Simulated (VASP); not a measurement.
Hg3P2, 5 atoms in the cell. The structure is trigonal, space group R-3m (No. 166). Conventional cell: a = 7.237 Å, b = 7.237 Å, c = 10.798 Å, α = 90.00°, β = 90.00°, γ = 120.00°. Within 3.2 Å of Hg (site symmetry 2/m) lie 2 P at 2.45 Å. P (site symmetry 3m) has 3 Hg at 2.45 Å within 3.2 Å. 

```yaml
Program: VASP 6.6.1
Task: density of states
Functional: PBE
Potentials_or_basis: VASP PAW PBE potentials, release 64 (Hg, P)
Cutoff: 520 eV
k_mesh: 6 × 6 × 6
Occupations: gaussian, width 0.02 eV
Spin: no spin polarisation
Dipole_correction: no
k_mesh_for_the_DOS: 9 × 9 × 9
Occupations_for_the_DOS: tetrahedron
Further_INCAR_settings: ALGO = Normal; EDIFF = 1e-06
```

Potentials or basis: VASP PAW PBE potentials, release 64 (Hg, P).

Run with:

```bash
$ cat potpaw_PBE.64/Hg/POTCAR potpaw_PBE.64/P/POTCAR > POTCAR
$ cp INCAR.step1 INCAR
$ cp KPOINTS.step1 KPOINTS
$ mpirun -np 1 vasp_std > vasp.out
$ cp INCAR.step2 INCAR
$ cp KPOINTS.step2 KPOINTS
$ mpirun -np 1 vasp_std > vasp.out
```

Hardware: 1 thread of AMD EPYC 9R45 96-Core Processor (Zen 5), on a shared host.

Task: Estimate the wall time of this run.

Result: Wall time 2.6 min on 1 thread of AMD EPYC 9R45 96-Core Processor (Zen 5), with other jobs on the host, peak memory 0.42 GiB. Counts: k points 85.
